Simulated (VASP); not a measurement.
Here is a VASP 6.6.1 calculation.

Contents of INCAR:

```
ALGO = Normal
EDIFF = 1E-6
ENCUT = 520
GGA = CA
ISIF = 2
ISMEAR = -1
LASPH = True
LCHARG = False
LREAL = False
LWAVE = False
NBANDS = 15
NELM = 60
PREC = Accurate
SIGMA = 0.02
```

File KPOINTS:

```
k-points
0
Gamma
  8 8 8
```

POSCAR

```
SrO
1.0
    0.0256980000      2.5826490000      2.5826490000
    2.5826490000      0.0256980000      2.5826490000
    2.5826490000      2.5826490000      0.0256980000
Sr O
1 1
Direct
    0.0000000000      0.0000000000      0.0000000000
    0.5000000000      0.5000000000      0.5000000000
```

Potentials or basis: VASP PAW LDA potentials, release 64 (Sr_sv, O).

Run with:

```sh
$ cat potpaw_LDA.64/Sr_sv/POTCAR potpaw_LDA.64/O/POTCAR > POTCAR
$ mpirun -np 1 vasp_std > vasp.out
```

Problem. Predict the band gap on the k mesh.

Solution. 3.09 eV, indirect (least direct gap 3.17 eV).

Problem. What does it give for the pressure?

Solution. -3.5 GPa.

Stress tensor (GPa, compression positive):
```
-3.50 -0.58 -0.58
-0.58 -3.50 -0.58
-0.58 -0.58 -3.50
```

Caveat: the cell differs from its parent crystal (equal xy, yz and zx shear strains of +1 %). A k mesh can miss the band edges.
